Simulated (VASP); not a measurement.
Set up this calculation in VASP 6.6.1, as the native input.

```
Task                   : single point
Functional             : r2SCAN
Potentials or basis    : VASP PAW PBE potentials, release 64 (Zn, O)
Cutoff                 : 520 eV
k mesh                 : 9 × 9 × 2
Occupations            : gaussian, width 0.01 eV
Spin                   : no spin polarisation
Dipole correction      : no
Further INCAR settings : ALGO = Normal; EDIFF = 1e-06; NBANDS = 46
```

The system is ZnO.

```
CELL_PARAMETERS angstrom
3.16063 0.00000 0.00000
-1.58032 2.73719 0.00000
0.00000 0.00000 10.25882
ATOMIC_POSITIONS crystal
Zn 0.00000 0.00000 0.99938
Zn 0.33333 0.66667 0.24956
Zn 0.00000 0.00000 0.49938
Zn 0.66667 0.33333 0.74956
O 0.00000 0.00000 0.18815
O 0.33333 0.66667 0.43790
O 0.00000 0.00000 0.68815
O 0.66667 0.33333 0.93790
```

This cell differs from its parent crystal: volume changed by -6%.

These files were run (other wordings do the same):

POSCAR

```
ZnO
1.0
    3.1606337320      0.0000000000      0.0000000000
   -1.5803168660      2.7371891040      0.0000000000
    0.0000000000      0.0000000000     10.2588155082
Zn O
4 4
Direct
    0.0000000000      0.0000000000     -0.0006159377
    0.3333333333      0.6666666667      0.2495637823
    0.0000000000      0.0000000000      0.4993840623
    0.6666666667      0.3333333333      0.7495637823
    0.0000000000      0.0000000000      0.1881525681
    0.3333333333      0.6666666667      0.4378995872
    0.0000000000      0.0000000000      0.6881525681
    0.6666666667      0.3333333333      0.9378995872
```

INCAR.step1

```
SYSTEM = ZnO
PREC     = Accurate       ! precision mode
ENCUT    = 520            ! plane-wave cutoff, eV
ISMEAR   = 0              ! smearing method
SIGMA    = 0.01           ! smearing width, eV
LREAL    = .FALSE.        ! projectors in reciprocal space
LASPH    = .TRUE.         ! aspherical terms in the spheres
NELM     = 80             ! most SCF steps
NBANDS   = 46             ! bands
GGA      = PE             ! functional
ALGO     = Normal         ! electronic algorithm
EDIFF    = 1E-4           ! SCF threshold, eV
LWAVE    = .TRUE.         ! write WAVECAR
LCHARG   = .FALSE.        ! write CHGCAR
```

INCAR.step2

```
SYSTEM = ZnO
PREC     = Accurate       ! precision mode
ENCUT    = 520            ! plane-wave cutoff, eV
EDIFF    = 1E-6           ! SCF threshold, eV
ISMEAR   = 0              ! smearing method
SIGMA    = 0.01           ! smearing width, eV
LREAL    = .FALSE.        ! projectors in reciprocal space
LASPH    = .TRUE.         ! aspherical terms in the spheres
NELM     = 80             ! most SCF steps
ALGO     = Normal         ! electronic algorithm
ISIF     = 2              ! what is computed and relaxed
LWAVE    = .FALSE.        ! write WAVECAR
LCHARG   = .FALSE.        ! write CHGCAR
METAGGA  = R2SCAN         ! meta-GGA
LMIXTAU  = .TRUE.       
NBANDS   = 46             ! bands
ISTART   = 1
```

KPOINTS

```
regular mesh
0
G
  9 9 2
  0 0 0
```

Potentials or basis: VASP PAW PBE potentials, release 64 (Zn, O).

Run with:

```sh
$ cat potpaw_PBE.64/Zn/POTCAR potpaw_PBE.64/O/POTCAR > POTCAR
$ cp INCAR.step1 INCAR
$ mpirun -np 1 vasp_std > vasp.out
$ cp INCAR.step2 INCAR
$ mpirun -np 1 vasp_std > vasp.out
```

Results of the run:

```yaml
Pressure: 11.9 GPa
Largest_force: 0.024 eV/Å
Band_gap_on_the_k_mesh: 1.27 eV, direct
```

Caveat: the PAW data sets were made with another functional, which shifts forces and pressure a little.

Run time: 4.3 min on 1 thread of AMD EPYC 9R45 96-Core Processor (Zen 5) (shared host), peak memory 0.22 GiB.
